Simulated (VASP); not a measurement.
A run of VASP 6.6.1:

INCAR

```
  PREC = Accurate
  ENCUT = 500
  EDIFF = 1E-6
  ISMEAR = 0
  SIGMA = 0.05
  LREAL = False
  LASPH = True
  NELM = 200
  ALGO = Normal
  ISIF = 2
  LWAVE = False
  LCHARG = False
  ISPIN = 2
  MAGMOM = 0.05 0.05 0 0 0 0
  LORBIT = 11
  LMAXMIX = 4
  GGA = PS
  NBANDS = 39
  GGA_COMPAT = False
```

Contents of KPOINTS:

```
Automatic mesh
0
Gamma
  8 8 2
```

File POSCAR:

```
MoS2
1.0
    3.1322233606      0.0000000000      0.0000000000
   -1.5661116803      2.7125850006      0.0000000000
    0.0000000000      0.0000000000     12.1957035963
Mo S
2 4
Direct
    0.3333333333      0.6666666667      0.2500000000
    0.6666666667      0.3333333333      0.7500000000
    0.3333333333      0.6666666667      0.6220617153
    0.6666666667      0.3333333333      0.1220617153
    0.3333333333      0.6666666667      0.8779382847
    0.6666666667      0.3333333333      0.3779382847
```

Potentials or basis: VASP PAW PBE potentials, release 64 (Mo_sv, S).

Launch:

```bash
$ cat potpaw_PBE.64/Mo_sv/POTCAR potpaw_PBE.64/S/POTCAR > POTCAR
$ mpirun -np 1 vasp_std > vasp.out
```

Hardware: 1 thread of Oxide Virtual Turin-like Processor, with other jobs on the host.

Q: How long does it take, and how much memory?

A: It took 3.5 min on 1 thread of Oxide Virtual Turin-like Processor, on a shared host, peak memory 0.28 GiB. Counts: scf iterations 15, k points 20.
